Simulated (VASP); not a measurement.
# W (Im-3m) in VASP: further runs

The runs below take W through single point, with r2SCAN.

All numbers are computed with VASP 6.6.1; they aren't measurements. Logs are shortened: lines on timing, memory, paths and dates and some standing lists are left out, and cuts for length are marked.

## (1) The cell of the first run

It takes space group Im-3m (No. 229, cubic). The conventional cell has a = 3.170 Å, b = 3.170 Å, c = 3.170 Å, α = 90.00°, β = 90.00°, γ = 90.00°. W (site symmetry m-3m) has 14 W at 2.74 to 3.17 Å within 3.6 Å.

## (2) Single point, r2SCAN

Input file POSCAR:

```
W
1.0
   -1.5848038465      1.5848038465      1.5848038465
    1.5848038465     -1.5848038465      1.5848038465
    1.5848038465      1.5848038465     -1.5848038465
W
1
Direct
    0.0000000000      0.0000000000      0.0000000000
```

Input file INCAR.step1:

```
SYSTEM = W
PREC     = Accurate       ! precision mode
ENCUT    = 520            ! plane-wave cutoff, eV
ISMEAR   = 1              ! smearing method
SIGMA    = 0.01           ! smearing width, eV
LREAL    = .FALSE.        ! projectors in reciprocal space
LASPH    = .TRUE.         ! aspherical terms in the spheres
NELM     = 60             ! most SCF steps
NBANDS   = 13             ! bands
GGA      = PE             ! functional
ALGO     = Normal         ! electronic algorithm
EDIFF    = 1E-4           ! SCF threshold, eV
LWAVE    = .TRUE.         ! write WAVECAR
LCHARG   = .FALSE.        ! write CHGCAR
```

Input file INCAR.step2:

```
SYSTEM = W
PREC     = Accurate       ! precision mode
ENCUT    = 520            ! plane-wave cutoff, eV
EDIFF    = 1E-6           ! SCF threshold, eV
ISMEAR   = 1              ! smearing method
SIGMA    = 0.01           ! smearing width, eV
LREAL    = .FALSE.        ! projectors in reciprocal space
LASPH    = .TRUE.         ! aspherical terms in the spheres
NELM     = 60             ! most SCF steps
ALGO     = Normal         ! electronic algorithm
ISIF     = 2              ! what is computed and relaxed
LWAVE    = .FALSE.        ! write WAVECAR
LCHARG   = .FALSE.        ! write CHGCAR
METAGGA  = R2SCAN         ! meta-GGA
LMIXTAU  = .TRUE.       
NBANDS   = 13             ! bands
ISTART   = 1
```

Input file KPOINTS:

```
Automatic mesh
0
G
  14 14 14
  0 0 0
```

Potentials or basis: VASP PAW PBE potentials, release 64 (W_sv).

Launch:

```sh
$ cat potpaw_PBE.64/W_sv/POTCAR > POTCAR
$ cp INCAR.step1 INCAR
$ mpirun -np 1 vasp_std > vasp.out
$ cp INCAR.step2 INCAR
$ mpirun -np 1 vasp_std > vasp.out
```

OUTCAR:

```text
SYSTEM = W
   PREC = Accurate
   ENCUT = 520
   EDIFF = 1E-6
   ISMEAR = 1
   LREAL = .FALSE.
   LASPH = .TRUE.
   NELM = 60
   ISIF = 2
   METAGGA = R2SCAN
   ISTART = 1

 ion  position               nearest neighbor table
   1  0.000  0.000  0.000-

  LATTYP: Found a body centered cubic cell.
 ALAT       =     3.1696076930

  Lattice vectors:

 A1 = (  -1.5848038465,   1.5848038465,   1.5848038465)
 A2 = (   1.5848038465,  -1.5848038465,   1.5848038465)
 A3 = (   1.5848038465,   1.5848038465,  -1.5848038465)

Analysis of symmetry for initial positions (statically):
=====================================================================
 Subroutine PRICEL returns:
 Original cell was already a primitive cell.

 Routine SETGRP: Setting up the symmetry group for a
 body centered cubic supercell.

 Subroutine GETGRP returns: Found 48 space group operations
 (whereof 48 operations were pure point group operations)
 out of a pool of 48 trial point group operations.

The static configuration has the point symmetry O_h .

Analysis of symmetry for dynamics (positions and initial velocities):
=====================================================================
 Subroutine PRICEL returns:
 Original cell was already a primitive cell.

 Routine SETGRP: Setting up the symmetry group for a
 body centered cubic supercell.

 Subroutine GETGRP returns: Found 48 space group operations
 (whereof 48 operations were pure point group operations)
 out of a pool of 48 trial point group operations.

The dynamic configuration has the point symmetry O_h .

 Subroutine INISYM returns: Found 48 space group operations
 (whereof 48 operations are pure point group operations),
 and found     1 'primitive' translations

----------------------------------------------------------------------------------------

                                     Primitive cell

  volume of cell :      15.9216

  direct lattice vectors                    reciprocal lattice vectors
    -1.584803847  1.584803847  1.584803847     0.000000000  0.315496458  0.315496458
     1.584803847 -1.584803847  1.584803847     0.315496458  0.000000000  0.315496458
     1.584803847  1.584803847 -1.584803847     0.315496458  0.315496458  0.000000000

  length of vectors
     2.744960782  2.744960782  2.744960782     0.446179370  0.446179370  0.446179370

[... 78 lines left out ...]
   EDIFF  = 0.1E-05   stopping-criterion for ELM
   LREAL  =      F    real-space projection
   EDIFFG = 0.1E-04   stopping-criterion for IOM
   NSW    =      0    number of steps for IOM
   IBRION =     -1    ionic relax: 0-MD 1-quasi-New 2-CG
   NFREE  =      0    steps in history (QN), initial steepest desc. (CG)
   ISIF   =      2    stress and relaxation
   ISYM   =      2    0-nonsym 1-usesym 2-fastsym
   POTIM  = 0.5000    time-step for ionic-motion
   TEBEG  =    0.0;   TEEND  =   0.0 temperature during run
   PSTRESS=    0.0 pullay stress
   NELECT =      14.0000    total number of electrons
   NUPDOWN=      -1.0000    fix difference up-down
   EMIN   =  10.00;   EMAX   =-10.00  energy-range for DOS
   EFERMI =   0.00;   METHOD = LEGACY
   ISMEAR =     1;   SIGMA  =   0.01  broadening in eV -4-tet -1-fermi 0-gaus
   EFERMI_NEDOS =   21; number of points for ismear=-14 and -15
   IALGO  =     38    algorithm
   IMIX   =      4    mixing-type and parameters
     AMIX     =   0.40;   BMIX     =  1.00
     AMIX_MAG =   1.60;   BMIX_MAG =  1.00
  volume/ion in A,a.u.               =      15.92       107.44
  Fermi-wavevector in a.u.,A,eV,Ry     =   1.568395  2.963836 33.468448  2.459862
  Thomas-Fermi vector in A             =   2.670432
   LORBIT       =      0    0 simple, 1 ext, 2 COOP (PROOUT), +10 PAW based schemes
   METAGGA = R2SCAN    functional components
   LHFCALC =     F    Hartree Fock is set to
   AEXX    =    0.0000 exact exchange contribution
   IVDW    =     0    specifies the selected vdW correction
   LEPSILON=     F    determine dielectric tensor
   LRPA    =     F    only Hartree local field effects (RPA)
 non-spin polarized calculation
 Methfessel and Paxton  Order N= 1 SIGMA  =   0.01
  energy-cutoff  :      520.00
  volume of cell :       15.92
 maximum number of plane-waves:       444
   NGX = 11   NGY = 11   NGZ = 11

 number of electron      14.0000003 magnetization

 Free energy of the ion-electron system (eV)
  ---------------------------------------------------
  ext. energy  EPLUGINS =         0.00000000
  ---------------------------------------------------
  free energy    TOTEN  =       -51.34491605 eV

  energy without entropy =      -51.34488119  energy(sigma->0) =      -51.34490443

 E-fermi :  11.3074     XC(G=0): -14.9350

 val. band max:       11.3038631014   @ k =  -0.4286   0.5000   0.2857
 cond. band min:      11.3270101384   @ k =   0.5000   0.5000   0.2857
 fundamental gap:      0.0231470370
 Fermi energy:        11.3074321032

 k-point     1 :       0.0000    0.0000    0.0000
  band No.  band energies     occupation
      1     -64.9131      2.00000
      2     -27.7774      2.00000
      3     -27.7774      2.00000
      4     -27.7774      2.00000
      5       1.1215      2.00000
      6       9.9450      2.00000
      7       9.9450      2.00000
      8       9.9450      2.00000
      9      13.7682      0.00000
     10      13.7682      0.00000
     11      26.4773      0.00000
     12      26.4773      0.00000
     13      26.4773      0.00000
[... 354 lines left out ...]
  band No.  band energies     occupation
      1     -64.7472      2.00000
      2     -28.8158      2.00000
      3     -28.6093      2.00000
      4     -27.9460      2.00000
      5       6.5750      2.00000
      6       8.0642      2.00000
      7       8.7796      2.00000
      8      13.9051      0.00000
      9      14.5160      0.00000
     10      20.0921      0.00000
     11      21.7324      0.00000
     12      23.8773      0.00000
     13      29.1389      0.00000

 [... further k-points ...]
[... 5 lines left out ...]
  --------------------------------------------------------------------------------------
  -------------------------------------------------------------------------------------
  Total        0.1352452      0.1352452      0.1352452     -0.0000000      0.0000000     -0.0000000
  in kB       13.6096153     13.6096153     13.6096153     -0.0000000      0.0000000     -0.0000000
  external PRESSURE =      13.6096153 kB  Pullay stress =       0.0000000 kB

 VOLUME and BASIS-vectors are now :
 -----------------------------------------------------------------------------
  energy-cutoff  :      520.00
  volume of cell :       15.92
      direct lattice vectors                 reciprocal lattice vectors
    -1.584803847  1.584803847  1.584803847     0.000000000  0.315496458  0.315496458
     1.584803847 -1.584803847  1.584803847     0.315496458  0.000000000  0.315496458
     1.584803847  1.584803847 -1.584803847     0.315496458  0.315496458  0.000000000

 POSITION                                       TOTAL-FORCE (eV/Angst)
 -----------------------------------------------------------------------------------
      0.00000      0.00000      0.00000        -0.000000      0.000000      0.000000
 -----------------------------------------------------------------------------------
    total drift:                                0.000000     -0.000000      0.000000

  FREE ENERGIE OF THE ION-ELECTRON SYSTEM (eV)
  ---------------------------------------------------
  free  energy   TOTEN  =       -51.3449160538 eV

  energy  without entropy=      -51.3448811888  energy(sigma->0) =      -51.34490443
```

OUTCAR.step1:

```text
SYSTEM = W
   PREC = Accurate
   ENCUT = 520
   ISMEAR = 1
   LREAL = .FALSE.
   LASPH = .TRUE.
[... 600 lines left out ...]
 POSITION                                       TOTAL-FORCE (eV/Angst)
 -----------------------------------------------------------------------------------
      0.00000      0.00000      0.00000         0.000000      0.000000     -0.000000
 -----------------------------------------------------------------------------------
    total drift:                                0.000000     -0.000000      0.000000

  FREE ENERGIE OF THE ION-ELECTRON SYSTEM (eV)
  ---------------------------------------------------
  free  energy   TOTEN  =       -12.9426662664 eV

  energy  without entropy=      -12.9426301906  energy(sigma->0) =      -12.94265424
```

Wall time 1.8 min (1 thread of Intel Xeon 8259CL, shared host); peak memory 0.14 GiB.

What came out:

```yaml
Free_energy: -51.3449 eV
Pressure: 1.4 GPa
Band_gap_on_the_k_mesh: zero (bands 7 and 8 overlap by 6.58 eV)
```

Levels at points of the mesh, in eV from the Fermi level:
```
           k point  band 5  band 6  band 7  band 8  band 9  band 10
(0.00, 0.00, 0.00)  -10.19   -1.36   -1.36   -1.36    2.46     2.46
(0.50, 0.00, 0.00)   -6.62   -3.81    0.43    2.30    3.34     6.21
(0.50, 0.50, 0.50)   -6.07   -6.07    5.21    5.21    5.21     8.43
```

Caveat: the PAW data sets were made with another functional, which shifts forces and pressure a little; spin-orbit coupling is left out, which moves the levels of the heavy elements.

## (3) Single point, r2SCAN

POSCAR is that of step 2.

Input file INCAR.step1:

```
PREC = Accurate
ENCUT = 520
ISMEAR = 1
SIGMA = 0.03
LREAL = F
LASPH = T
NELM = 60
NBANDS = 13
GGA = PE
ALGO = Normal
EDIFF = 1E-4
LWAVE = T
LCHARG = F
```

Input file INCAR.step2:

```
PREC = Accurate
ENCUT = 520
EDIFF = 1E-6
ISMEAR = 1
SIGMA = 0.03
LREAL = F
LASPH = T
NELM = 60
ALGO = Normal
ISIF = 2
LWAVE = F
LCHARG = T
METAGGA = R2SCAN
LMIXTAU = T
LELF = T
LVHAR = T
NBANDS = 13
ISTART = 1
```

Input file KPOINTS:

```
Automatic mesh
0
Gamma
  14 14 14
```

Potentials or basis: VASP PAW PBE potentials, release 64 (W_sv).

Launch:

```sh
$ cat potpaw_PBE.64/W_sv/POTCAR > POTCAR
$ cp INCAR.step1 INCAR
$ mpirun -np 1 vasp_std > vasp.out
$ cp INCAR.step2 INCAR
$ mpirun -np 1 vasp_std > vasp.out
```

Run time: 1.7 min. Hardware: 1 thread of Intel Xeon 8259CL, shared host; peak memory 0.15 GiB.

It converged, with:

```
Free energy            : -51.3450 eV
Pressure               : 1.4 GPa
Band gap on the k mesh : zero (bands 7 and 8 overlap by 6.58 eV)
```

Levels at points of the mesh, in eV from the Fermi level:
| k point | band 3 | band 4 | band 5 | band 6 | band 7 | band 8 | band 9 | band 10 | band 11 | band 12 |
| --- | --- | --- | --- | --- | --- | --- | --- | --- | --- | --- |
| (0.00, 0.00, 0.00) | -39.09 | -39.09 | -10.19 | -1.37 | -1.37 | -1.37 | 2.45 | 2.45 | 15.16 | 15.16 |
| (0.50, 0.00, 0.00) | -39.53 | -39.10 | -6.62 | -3.82 | 0.42 | 2.29 | 3.34 | 6.20 | 11.49 | 11.98 |
| (0.50, 0.50, 0.50) | -40.03 | -40.03 | -6.08 | -6.08 | 5.21 | 5.21 | 5.21 | 8.42 | 8.42 | 8.42 |

Caveat: the PAW data sets were made with another functional, which shifts forces and pressure a little; spin-orbit coupling is left out, which moves the levels of the heavy elements.

## (4) Single point, r2SCAN

POSCAR is that of step 3.

Input file INCAR.step1:

```
PREC     = Accurate       # precision mode
ENCUT    = 520            # plane-wave cutoff, eV
ISMEAR   = 1              # smearing method
SIGMA    = 0.1            # smearing width, eV
LREAL    = F              # projectors in reciprocal space
LASPH    = T              # aspherical terms in the spheres
NELM     = 100            # most SCF steps
NBANDS   = 13             # bands
GGA      = PE             # functional
ALGO     = Normal         # electronic algorithm
EDIFF    = 1E-4           # SCF threshold, eV
LWAVE    = T              # write WAVECAR
LCHARG   = F              # write CHGCAR
```

Input file INCAR.step2:

```
PREC     = Accurate       # precision mode
ENCUT    = 520            # plane-wave cutoff, eV
EDIFF    = 1E-7           # SCF threshold, eV
ISMEAR   = 1              # smearing method
SIGMA    = 0.1            # smearing width, eV
LREAL    = F              # projectors in reciprocal space
LASPH    = T              # aspherical terms in the spheres
NELM     = 100            # most SCF steps
ALGO     = Normal         # electronic algorithm
ISIF     = 2              # what is computed and relaxed
LWAVE    = F              # write WAVECAR
LCHARG   = T              # write CHGCAR
METAGGA  = R2SCAN         # meta-GGA
LMIXTAU  = T            
LELF     = T              # ELF
LVHAR    = T            
NBANDS   = 13             # bands
ISTART   = 1
```

KPOINTS is that of step 3.

Launch:

```sh
$ cat potpaw_PBE.64/W_sv/POTCAR > POTCAR
$ cp INCAR.step1 INCAR
$ mpirun -np 1 vasp_std > vasp.out
$ cp INCAR.step2 INCAR
$ mpirun -np 1 vasp_std > vasp.out
```

Wall time 1.7 min (1 thread of Intel Xeon 8259CL, shared host); peak memory 0.14 GiB.

It converged, with:

- Free energy: -51.3451 eV
- Pressure: 1.4 GPa
- Band gap on the k mesh: zero (bands 7 and 8 overlap by 6.58 eV)

Levels at points of the mesh, in eV from the Fermi level:
| k point | band 4 | band 5 | band 6 | band 7 | band 8 | band 9 | band 10 | band 11 |
| --- | --- | --- | --- | --- | --- | --- | --- | --- |
| (0.00, 0.00, 0.00) | -39.10 | -10.20 | -1.38 | -1.38 | -1.38 | 2.44 | 2.44 | 15.15 |
| (0.50, 0.00, 0.00) | -39.11 | -6.63 | -3.83 | 0.41 | 2.28 | 3.32 | 6.19 | 11.48 |
| (0.50, 0.50, 0.50) | -40.04 | -6.09 | -6.09 | 5.20 | 5.20 | 5.20 | 8.41 | 8.41 |

Caveat: the PAW data sets were made with another functional, which shifts forces and pressure a little; spin-orbit coupling is left out, which moves the levels of the heavy elements.

## (5) Summary

| smearing | gap on the mesh (eV) | pressure (GPa) |
| --- | --- | --- |
| methfessel-paxton 0.01 eV | none | 1.4 |
| methfessel-paxton 0.03 eV | none | 1.4 |
| methfessel-paxton 0.1 eV | none | 1.4 |

Alike in all rows: task single point; level r2SCAN; potentials or basis VASP PAW PBE potentials, release 64 (W_sv); no spin polarisation; cell as given; k mesh 14 × 14 × 14; cutoff (eV) 520.

Caveats: the PAW data sets were made with another functional, which shifts forces and pressure a little; spin-orbit coupling is left out, which moves the levels of the heavy elements.

Absolute energies hang on the potentials; compare differences alone.
